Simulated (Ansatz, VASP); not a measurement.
**ZrH2 in VASP and in Ansatz**

File INCAR:

```
PREC     = Accurate       # precision mode
ENCUT    = 520            # plane-wave cutoff, eV
EDIFF    = 1E-6           # SCF threshold, eV
ISMEAR   = 0              # smearing method
SIGMA    = 0.05           # smearing width, eV
LREAL    = False          # projectors in reciprocal space
LASPH    = True           # aspherical terms in the spheres
NELM     = 60             # most SCF steps
ALGO     = Normal         # electronic algorithm
ISIF     = 2              # what is computed and relaxed
LWAVE    = False          # write WAVECAR
LCHARG   = False          # write CHGCAR
GGA      = PS             # functional
NBANDS   = 14             # bands
```

KPOINTS

```
regular mesh
0
Gamma
  14 14 14
```

POSCAR

```
ZrH2
1.0
    0.0000000000      2.4092250000      2.4092250000
    2.4092250000      0.0000000000      2.4092250000
    2.4092250000      2.4092250000      0.0000000000
Zr H
1 2
Direct
    0.0000000000      0.0000000000      0.0000000000
    0.7500000000      0.7500000000      0.7500000000
    0.2500000000      0.2500000000      0.2500000000
```

Input for Ansatz:

```yaml
crystal:
  lattice:
    - [0.0, 2.409225, 2.409225]
    - [2.409225, 0.0, 2.409225]
    - [2.409225, 2.409225, 0.0]
  atoms:
    - { symbol: Zr, position: [0.0, 0.0, 0.0] }
    - { symbol: H, position: [0.75, 0.75, 0.75] }
    - { symbol: H, position: [0.25, 0.25, 0.25] }
basis:
  ecutwfc: 420
kpoints:
  mp_grid: { grid: [14, 14, 14] }
hamiltonian:
  xc: pbesol
scf:
  occupations: { method: gaussian, width: 0.05 }
output:
  forces: true
  eigenvalues: true
  eigenstates:
    nscf_kmesh: { grid: [34, 34, 34] }
    top_band: c6
    de_dk: true
    localisation: true
  stress: true
checkpoint:
  write: ck
  compress: false
  write_wavefunctions: false
  write_every: 100000
```

Alike in both runs: task single point; functional PBEsol; k mesh 14 × 14 × 14; occupations gaussian, width 0.05 eV; no spin polarisation.

```csv
,VASP,Ansatz
version,VASP 6.6.1,Ansatz 0.2.0
potentials or method,"VASP PAW PBE potentials, release 64 (Zr_sv, H), cutoff 520 eV","scalar-relativistic, plane waves, PAW"
valence electrons in the cell,14,14
```

|  | VASP | Ansatz | Ansatz less VASP |
| --- | --- | --- | --- |
| pressure (GPa) | -4.6 | -4.7 | -0.03 |

VASP's potentials were made for PBE, not for PBEsol.
